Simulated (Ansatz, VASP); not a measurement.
## HRh6 in VASP and in Ansatz

File INCAR:

```
SYSTEM = HRh6
  PREC = Accurate
  ENCUT = 520
  EDIFF = 1E-6
  ISMEAR = 0
  SIGMA = 0.1
  LREAL = .FALSE.
  LASPH = .TRUE.
  NELM = 100
  ALGO = Fast
  ISIF = 2
  LWAVE = .FALSE.
  LCHARG = .FALSE.
  LDIPOL = .TRUE.
  IDIPOL = 3
  DIPOL = 0.5 0.5 0.299
  GGA = PE
  NBANDS = 104
```

The input KPOINTS:

```
Automatic mesh
0
G
  6 6 1
  0 0 0
```

The input POSCAR:

```
HRh6
1.0
    5.4165863251      0.0000000000      0.0000000000
   -2.7082931626      4.6909013593      0.0000000000
    0.0000000000      0.0000000000     22.2966119230
Rh H
12 2
Direct
    0.3333333333      0.1666666667      0.1793994538
    0.3333333333      0.6666666667      0.1793994538
    0.8333333333      0.1666666667      0.1793994538
    0.8333333333      0.6666666667      0.1793994538
    0.1666666667      0.3333333333      0.2757769167
    0.1666666667      0.8333333333      0.2757769167
    0.6666666667      0.3333333333      0.2757769167
    0.6666666667      0.8333333333      0.2757769167
    0.0000000000      0.0000000000      0.3721019118
    0.0000000000      0.5000000000      0.3721019118
    0.5000000000      0.0000000000      0.3721019118
    0.5000000000      0.5000000000      0.3721019118
    0.1087691471      0.2175382941      0.4353402192
    0.3912308529      0.7824617059      0.4353402192
```

Input for Ansatz:

```yaml
crystal:
  lattice:
    - [5.4165863251, 0.0, 0.0]
    - [-2.7082931626, 4.6909013593, 0.0]
    - [0.0, 0.0, 22.296611923]
  atoms:
    - { symbol: Rh, position: [0.3333333333, 0.1666666667, 0.1793994538] }
    - { symbol: Rh, position: [0.3333333333, 0.6666666667, 0.1793994538] }
    - { symbol: Rh, position: [0.8333333333, 0.1666666667, 0.1793994538] }
    - { symbol: Rh, position: [0.8333333333, 0.6666666667, 0.1793994538] }
    - { symbol: Rh, position: [0.1666666667, 0.3333333333, 0.2757769167] }
    - { symbol: Rh, position: [0.1666666667, 0.8333333333, 0.2757769167] }
    - { symbol: Rh, position: [0.6666666667, 0.3333333333, 0.2757769167] }
    - { symbol: Rh, position: [0.6666666667, 0.8333333333, 0.2757769167] }
    - { symbol: Rh, position: [0.0, 0.0, 0.3721019118] }
    - { symbol: Rh, position: [0.0, 0.5, 0.3721019118] }
    - { symbol: Rh, position: [0.5, 0.0, 0.3721019118] }
    - { symbol: Rh, position: [0.5, 0.5, 0.3721019118] }
    - { symbol: H, position: [0.1087691471, 0.2175382941, 0.4353402192] }
    - { symbol: H, position: [0.3912308529, 0.7824617059, 0.4353402192] }
basis:
  ecutwfc: 420
kpoints:
  mp_grid: { grid: [6, 6, 1] }
hamiltonian:
  xc: pbe
  pseudopotentials: { kind: paw, azcp: { folder: soft_1 } }
scf:
  occupations: { method: gaussian, width: 0.1 }
output:
  forces: true
  eigenvalues: true
efield:
  axis: 3
  dipole_correction: true
  ramp_width: 0.04
```

Alike in both runs: task single point; functional PBE; k mesh 6 × 6 × 1; occupations gaussian, width 0.1 eV; no spin polarisation.

|  | VASP | Ansatz |
| --- | --- | --- |
| version | VASP 6.6.1 | Ansatz 0.2.0 |
| potentials or method | VASP PAW PBE potentials, release 64 (Rh_pv, H), cutoff 520 eV | scalar-relativistic, plane waves, PAW |
| valence electrons in the cell | 182 | 206 |

```tsv
	VASP	Ansatz	Ansatz less VASP
gap on the k mesh at the Fermi level (eV)	none	none	-
rms of the force components (eV/Å)	0.326	0.328	+0.0017
```

Atom by atom the forces differ by 0.002 eV/Å (rms over components). A gap of «none» marks a metal or a gap that the smearing closes. VASP's potentials hold 182 valence electrons a cell and Ansatz's 206, so a difference there can come from the potentials and not from the codes.
